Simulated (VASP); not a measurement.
# Y (P6_3/mmc) in VASP: a series of runs

Y is run at these levels: revPBE; tasks: single point.

Program: VASP 6.6.1. These are calculated values, not measurements. Logs are shortened: lines on timing, memory, paths and dates and some standing lists are left out, and cuts for length are marked.

## Step 1: The cell of the first run

Symmetry: P6_3/mmc, No. 194, hexagonal system. Conventional cell: a = 3.532 Å, b = 3.532 Å, c = 5.517 Å, α = 90.00°, β = 90.00°, γ = 120.00°. Y (site symmetry -6m2) has 12 Y at 3.43 to 3.53 Å within 4.5 Å.

## Step 2: Single point, revPBE (volume scaled by 0.88)

Contents of INCAR:

```
SYSTEM = Y
PREC = Accurate ; ENCUT = 520
EDIFF = 1E-7 ; ISMEAR = -1
SIGMA = 0.1 ; LREAL = .False.
LASPH = .True. ; NELM = 80
ALGO = Normal ; ISIF = 2
LWAVE = .False. ; LCHARG = .False.
GGA = RE ; NBANDS = 18
```

Contents of KPOINTS:

```
Automatic mesh
0
Gamma
  16 16 9
  0 0 0
```

Contents of POSCAR:

```
Y
1.0
    3.5319297990      0.0000000000      0.0000000000
   -1.7659648995      3.0587409303      0.0000000000
    0.0000000000      0.0000000000      5.5166435561
Y
2
Direct
    0.3333333333      0.6666666667      0.2500000000
    0.6666666667      0.3333333333      0.7500000000
```

Potentials or basis: VASP PAW PBE potentials, release 64 (Y_sv).

Started as:

```sh
$ cat potpaw_PBE.64/Y_sv/POTCAR > POTCAR
$ mpirun -np 1 vasp_std > vasp.out
```

OUTCAR:

```text
SYSTEM = Y
   PREC = Accurate
   ENCUT = 520
   EDIFF = 1E-7
   ISMEAR = -1
   LREAL = .False.
   LASPH = .True.
   NELM = 80
   ISIF = 2
   GGA = RE

 ion  position               nearest neighbor table
   1  0.333  0.667  0.250-   2 3.43   2 3.43   2 3.43   2 3.43   2 3.43   2 3.43
   2  0.667  0.333  0.750-   1 3.43   1 3.43   1 3.43   1 3.43   1 3.43   1 3.43

  LATTYP: Found a hexagonal cell.
 ALAT       =     3.5319297990
 C/A-ratio  =     1.5619346561

  Lattice vectors:

 A1 = (   3.5319297990,   0.0000000000,   0.0000000000)
 A2 = (  -1.7659648995,   3.0587409303,   0.0000000000)
 A3 = (   0.0000000000,   0.0000000000,   5.5166435561)

Analysis of symmetry for initial positions (statically):
=====================================================================
 Subroutine PRICEL returns:
 Original cell was already a primitive cell.

 Routine SETGRP: Setting up the symmetry group for a
 hexagonal supercell.

 Subroutine GETGRP returns: Found 24 space group operations
 (whereof 12 operations were pure point group operations)
 out of a pool of 24 trial point group operations.

The static configuration has the point symmetry D_3d.
 The point group associated with its full space group is D_6h.

Analysis of symmetry for dynamics (positions and initial velocities):
=====================================================================
 Subroutine PRICEL returns:
 Original cell was already a primitive cell.

 Routine SETGRP: Setting up the symmetry group for a
 hexagonal supercell.

 Subroutine GETGRP returns: Found 24 space group operations
 (whereof 12 operations were pure point group operations)
 out of a pool of 24 trial point group operations.

The dynamic configuration has the point symmetry D_3d.
 The point group associated with its full space group is D_6h.

 Subroutine INISYM returns: Found 24 space group operations
 (whereof 12 operations are pure point group operations),
 and found     1 'primitive' translations

----------------------------------------------------------------------------------------

                                     Primitive cell

  volume of cell :      59.5977

  direct lattice vectors                    reciprocal lattice vectors
     3.531929799  0.000000000  0.000000000     0.283131335  0.163465953  0.000000000
    -1.765964899  3.058740930  0.000000000     0.000000000  0.326931905  0.000000000
     0.000000000  0.000000000  5.516643556     0.000000000  0.000000000  0.181269642

  length of vectors
     3.531929799  3.531929799  5.516643556     0.326931905  0.326931905  0.181269642

  position of ions in fractional coordinates (direct lattice)
     0.333333333  0.666666667  0.250000000
     0.666666667  0.333333333  0.750000000

  ion indices of the primitive-cell ions
   primitive index   ion index
                 1           1
                 2           2

----------------------------------------------------------------------------------------

 KPOINTS: Automatic mesh

Automatic generation of k-mesh.
 Grid dimensions read from file:
 generate k-points for:   16   16    9

 Generating k-lattice:

  Cartesian coordinates                     Fractional coordinates (reciprocal lattice)
     0.017695708  0.010216622  0.000000000     0.062500000  0.000000000  0.000000000
     0.000000000  0.020433244  0.000000000     0.000000000  0.062500000  0.000000000
     0.000000000  0.000000000  0.020141071     0.000000000  0.000000000  0.111111111

  Length of vectors
     0.020433244  0.020433244  0.020141071

  Shift w.r.t. Gamma in fractional coordinates (k-lattice)
     0.000000000  0.000000000  0.000000000

 Subroutine IBZKPT returns following result:
 ===========================================

 Found    150 irreducible k-points:

 Following reciprocal coordinates:
            Coordinates               Weight
  0.000000  0.000000  0.000000      1.000000
  0.062500  0.000000  0.000000      6.000000
  0.125000  0.000000  0.000000      6.000000
  0.187500  0.000000  0.000000      6.000000
  0.250000  0.000000  0.000000      6.000000
  0.312500  0.000000  0.000000      6.000000
[... 16 lines left out ...]
  0.187500  0.187500  0.000000      6.000000
  0.250000  0.187500  0.000000     12.000000
 [... further k-points ...]
   k-points           NKPTS =    150   k-points in BZ     NKDIM =    150   number of bands    NBANDS=     18
   number of dos      NEDOS =    301   number of ions     NIONS =      2
   total plane-waves  NPLWV =  32928
   dimension x,y,z NGX =    28 NGY =   28 NGZ =   42
   dimension x,y,z NGXF=    56 NGYF=   56 NGZF=   84
   ions per type =               2
   NGX,Y,Z   is equivalent  to a cutoff of  13.18, 13.18, 12.66 a.u.
   NGXF,Y,Z  is equivalent  to a cutoff of  26.36, 26.36, 25.31 a.u.
 SYSTEM =  Y
   PREC   = accura    normal or accurate (medium, high low for compatibility)
   ISTART =      0    job   : 0-new  1-cont  2-samecut
   ICHARG =      2    charge: 1-file 2-atom 10-const
   ISPIN  =      1    spin polarized calculation?
   LNONCOLLINEAR =      F non collinear calculations
   LSORBIT =      F    spin-orbit coupling
   LASPH  =      T    aspherical Exc in radial PAW
   ENCUT  =  520.0 eV  38.22 Ry    6.18 a.u.   6.57  6.57 10.26*2*pi/ulx,y,z
   NELM   =     80;   NELMIN=  2; NELMDL= -5     # of ELM steps
   EDIFF  = 0.1E-06   stopping-criterion for ELM
   LREAL  =      F    real-space projection
   EDIFFG = 0.1E-05   stopping-criterion for IOM
   NSW    =      0    number of steps for IOM
   IBRION =     -1    ionic relax: 0-MD 1-quasi-New 2-CG
   NFREE  =      0    steps in history (QN), initial steepest desc. (CG)
   ISIF   =      2    stress and relaxation
   ISYM   =      2    0-nonsym 1-usesym 2-fastsym
   POTIM  = 0.5000    time-step for ionic-motion
   TEBEG  =    0.0;   TEEND  =   0.0 temperature during run
   PSTRESS=    0.0 pullay stress
   NELECT =      22.0000    total number of electrons
   NUPDOWN=      -1.0000    fix difference up-down
   EMIN   =  10.00;   EMAX   =-10.00  energy-range for DOS
   EFERMI =   0.00;   METHOD = LEGACY
   ISMEAR =    -1;   SIGMA  =   0.10  broadening in eV -4-tet -1-fermi 0-gaus
   EFERMI_NEDOS =   21; number of points for ismear=-14 and -15
   IALGO  =     38    algorithm
   IMIX   =      4    mixing-type and parameters
     AMIX     =   0.40;   BMIX     =  1.00
     AMIX_MAG =   1.60;   BMIX_MAG =  1.00
  volume/ion in A,a.u.               =      29.80       201.09
  Fermi-wavevector in a.u.,A,eV,Ry     =   1.174372  2.219242 18.764482  1.379151
  Thomas-Fermi vector in A             =   2.310770
   LORBIT       =      0    0 simple, 1 ext, 2 COOP (PROOUT), +10 PAW based schemes
   GGA     = RE    functional components
   LHFCALC =     F    Hartree Fock is set to
   AEXX    =    0.0000 exact exchange contribution
   IVDW    =     0    specifies the selected vdW correction
   LEPSILON=     F    determine dielectric tensor
   LRPA    =     F    only Hartree local field effects (RPA)
 non-spin polarized calculation
  energy-cutoff  :      520.00
  volume of cell :       59.60
 maximum number of plane-waves:      1641
 NGX is ok and might be reduce to    28
   NGX = 13   NGY = 13   NGZ = 21

 number of electron      22.0000000 magnetization

 Free energy of the ion-electron system (eV)
  ---------------------------------------------------
  ext. energy  EPLUGINS =         0.00000000
  ---------------------------------------------------
  free energy    TOTEN  =       -12.27192256 eV

  energy without entropy =      -12.15795211  energy(sigma->0) =      -12.21493733

 E-fermi :   3.5612     XC(G=0):  -9.7432

 val. band max:        3.5571972671   @ k =   0.3125   0.0625   0.4444
 cond. band min:       3.5611803673   @ k =   0.5000   0.0000   0.3333
 fundamental gap:      0.0039831002
 Fermi energy:         3.5611777716

 k-point     1 :       0.0000    0.0000    0.0000
  band No.  band energies     occupation
      1     -38.9206      2.00000
      2     -38.8081      2.00000
      3     -19.3329      2.00000
      4     -18.6769      2.00000
      5     -18.6769      2.00000
      6     -18.5551      2.00000
[... 10 lines left out ...]
     17       6.5510      0.00000
     18       6.5510      0.00000

 k-point     2 :       0.0625    0.0000    0.0000
  band No.  band energies     occupation
      1     -38.9177      2.00000
      2     -38.8071      2.00000
      3     -19.3234      2.00000
      4     -18.6963      2.00000
      5     -18.6836      2.00000
      6     -18.5758      2.00000
[... 10 lines left out ...]
     17       6.4195      0.00000
     18       6.4578      0.00000

 k-point     3 :       0.1250    0.0000    0.0000
  band No.  band energies     occupation
      1     -38.9092      2.00000
      2     -38.8043      2.00000
      3     -19.2956      2.00000
      4     -18.7518      2.00000
      5     -18.7022      2.00000
      6     -18.6334      2.00000
[... 10 lines left out ...]
     17       6.2781      0.00000
     18       6.4193      0.00000

 k-point     4 :       0.1875    0.0000    0.0000
  band No.  band energies     occupation
      1     -38.8962      2.00000
      2     -38.8003      2.00000
      3     -19.2517      2.00000
      4     -18.8351      2.00000
      5     -18.7291      2.00000
      6     -18.7171      2.00000
[... 375 lines left out ...]
      4     -19.0248      2.00000
      5     -18.9665      2.00000
      6     -18.8751      2.00000
[... 10 lines left out ...]
     17       9.0613      0.00000
     18       9.4520      0.00000

 k-point    23 :       0.1875    0.1875    0.0000
  band No.  band energies     occupation
      1     -38.8590      2.00000
      2     -38.7929      2.00000
      3     -19.1147      2.00000
      4     -18.9776      2.00000
      5     -18.9706      2.00000
      6     -18.7774      2.00000
[... 10 lines left out ...]
     17       7.6750      0.00000
     18       8.4308      0.00000

 k-point    24 :       0.2500    0.1875    0.0000
  band No.  band energies     occupation
      1     -38.8440      2.00000
      2     -38.7922      2.00000
      3     -19.0529      2.00000
      4     -19.0523      2.00000
      5     -18.9977      2.00000
      6     -18.8247      2.00000
[... 10 lines left out ...]
     17       8.2747      0.00000
     18       9.1067      0.00000

 [... further k-points ...]
[... 5 lines left out ...]
  --------------------------------------------------------------------------------------
  -------------------------------------------------------------------------------------
  Total        2.1433688      2.1433688      2.1831039      0.0000000      0.0000000     -0.0000000
  in kB       57.6206046     57.6206046     58.6888091      0.0000000      0.0000000     -0.0000000
  external PRESSURE =      57.9766728 kB  Pullay stress =       0.0000000 kB

 VOLUME and BASIS-vectors are now :
 -----------------------------------------------------------------------------
  energy-cutoff  :      520.00
  volume of cell :       59.60
      direct lattice vectors                 reciprocal lattice vectors
     3.531929799  0.000000000  0.000000000     0.283131335  0.163465953  0.000000000
    -1.765964899  3.058740930  0.000000000     0.000000000  0.326931905  0.000000000
     0.000000000  0.000000000  5.516643556     0.000000000  0.000000000  0.181269642

 POSITION                                       TOTAL-FORCE (eV/Angst)
 -----------------------------------------------------------------------------------
     -0.00000      2.03916      1.37916        -0.000000     -0.000000      0.000000
      1.76596      1.01958      4.13748         0.000000      0.000000      0.000000
 -----------------------------------------------------------------------------------
    total drift:                               -0.000000      0.000000     -0.000000

  FREE ENERGIE OF THE ION-ELECTRON SYSTEM (eV)
  ---------------------------------------------------
  free  energy   TOTEN  =       -12.2719225602 eV

  energy  without entropy=      -12.1579521059  energy(sigma->0) =      -12.21493733
```

Wall time 76 s (1 thread of Intel Xeon 6975P-C (Granite Rapids), shared host); peak memory 0.3 GiB.

What came out:

| Item | Value |
| --- | --- |
| Free energy | -12.2719 eV |
| Pressure | 5.8 GPa |
| Band gap on the k mesh | zero (band 11 reaches 4.78 eV, above the bottom of band 12 at 3.10 eV) |

Caveat: the PAW data sets were made with another functional, which shifts forces and pressure a little.

## Step 3: Single point, revPBE (volume scaled by 0.92)

Contents of INCAR:

```
SYSTEM = Y
ALGO     = Normal         ! electronic algorithm
EDIFF    = 1E-6           ! SCF threshold, eV
ENCUT    = 520            ! plane-wave cutoff, eV
GGA      = RE             ! functional
ISIF     = 2              ! what is computed and relaxed
ISMEAR   = -1             ! smearing method
LASPH    = .True.         ! aspherical terms in the spheres
LCHARG   = .False.        ! write CHGCAR
LREAL    = .False.        ! projectors in reciprocal space
LWAVE    = .False.        ! write WAVECAR
NBANDS   = 18             ! bands
NELM     = 100            ! most SCF steps
PREC     = Accurate       ! precision mode
SIGMA    = 0.1            ! smearing width, eV
```

Contents of KPOINTS:

```
k-points
0
Gamma
  16 16 9
  0 0 0
```

Contents of POSCAR:

```
Y
1.0
    3.5846529421      0.0000000000      0.0000000000
   -1.7923264711      3.1044005116      0.0000000000
    0.0000000000      0.0000000000      5.5989936605
Y
2
Direct
    0.3333333333      0.6666666667      0.2500000000
    0.6666666667      0.3333333333      0.7500000000
```

Potentials or basis: VASP PAW PBE potentials, release 64 (Y_sv).

Started as:

```sh
$ cat potpaw_PBE.64/Y_sv/POTCAR > POTCAR
$ mpirun -np 1 vasp_std > vasp.out
```

Wall time 76 s (1 thread of Intel Xeon 6975P-C (Granite Rapids), shared host); peak memory 0.29 GiB.

Results (log left out):

```
Free energy            : -12.3503 eV
Pressure               : 3.5 GPa
Band gap on the k mesh : zero (band 11 reaches 4.40 eV, above the bottom of band 12 at 2.87 eV)
```

Levels at points of the mesh, in eV from the Fermi level:
| k point | band 7 | band 8 | band 9 | band 10 | band 11 | band 12 | band 13 | band 14 | band 15 | band 16 |
| --- | --- | --- | --- | --- | --- | --- | --- | --- | --- | --- |
| (0.00, 0.00, 0.00) | -22.26 | -22.22 | -4.76 | -1.92 | 1.06 | 1.81 | 1.81 | 2.17 | 2.47 | 2.47 |
| (0.50, 0.00, 0.00) | -22.40 | -22.32 | -1.68 | -1.27 | -0.89 | -0.04 | 1.50 | 1.51 | 2.21 | 5.28 |

Caveat: the PAW data sets were made with another functional, which shifts forces and pressure a little.
